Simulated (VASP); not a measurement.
Write the native input for VASP 6.6.1 that does the following.

```
Task                   : relaxation of cell and atoms
Functional             : PBE
Potentials or basis    : VASP PAW PBE potentials, release 64 (Ru_pv, Rh_pv)
Cutoff                 : 600 eV
k mesh                 : 4 × 4 × 4
Occupations            : gaussian, width 0.1 eV
Spin                   : no spin polarisation
Dipole correction      : no
Further INCAR settings : ALGO = Fast; EDIFF = 1e-06; IBRION = 2; EDIFFG = -0.04; NSW = 90; ISIF = 3
```

The structure of RuRh2 lies in POSCAR:

```
RuRh2
1.0
    3.8558879683      0.0000000000      0.0000000000
    0.0000000000      3.8558879683      0.0000000000
    0.0000000000      0.0000000000      5.5509946921
Ru Rh
2 4
Direct
    0.0000000000      0.0000000000      0.0000000000
    0.5000000000      0.5000000000      0.5000000000
    0.0000000000      0.5000000000      0.2030000000
    0.0000000000      0.5000000000      0.7030000000
    0.5000000000      0.0000000000      0.2970000000
    0.5000000000      0.0000000000      0.7970000000
```

These files were run (other wordings do the same):

INCAR

```
ALGO = Fast ; EDIFF = 1E-6
EDIFFG = -0.04 ; ENCUT = 600
GGA = PE ; IBRION = 2
ISIF = 3 ; ISMEAR = 0
LASPH = True ; LCHARG = False
LREAL = False ; LWAVE = False
NELM = 80 ; NSW = 90
PREC = Accurate ; SIGMA = 0.1
```

KPOINTS

```
k-points
0
Gamma
  4 4 4
```

Potentials or basis: VASP PAW PBE potentials, release 64 (Ru_pv, Rh_pv).

Launch:

```bash
$ cat potpaw_PBE.64/Ru_pv/POTCAR potpaw_PBE.64/Rh_pv/POTCAR > POTCAR
$ mpirun -np 1 vasp_std > vasp.out
```

Results of the run:

* Relaxed volume: 16.68 Å³/atom
* Relaxed cell: a = 4.205 Å, b = 4.205 Å, c = 5.662 Å, α = 90.00°, β = 90.00°, γ = 90.00°
* Space group after relaxing (to 0.1 Å): I4/mmm (No. 139)
* Pressure after relaxing: -0.1 GPa
* Band gap on the k mesh: zero (bands 44 and 45 overlap by 0.39 eV)

Caveat: the k points lie up to 0.37 Å⁻¹ apart in the final cell; the volume moved by over 15 % at a fixed basis, so the end points are rough.

It took 11 min on 1 thread of AMD EPYC 9R45 96-Core Processor (Zen 5), on a shared host, peak memory 0.23 GiB.
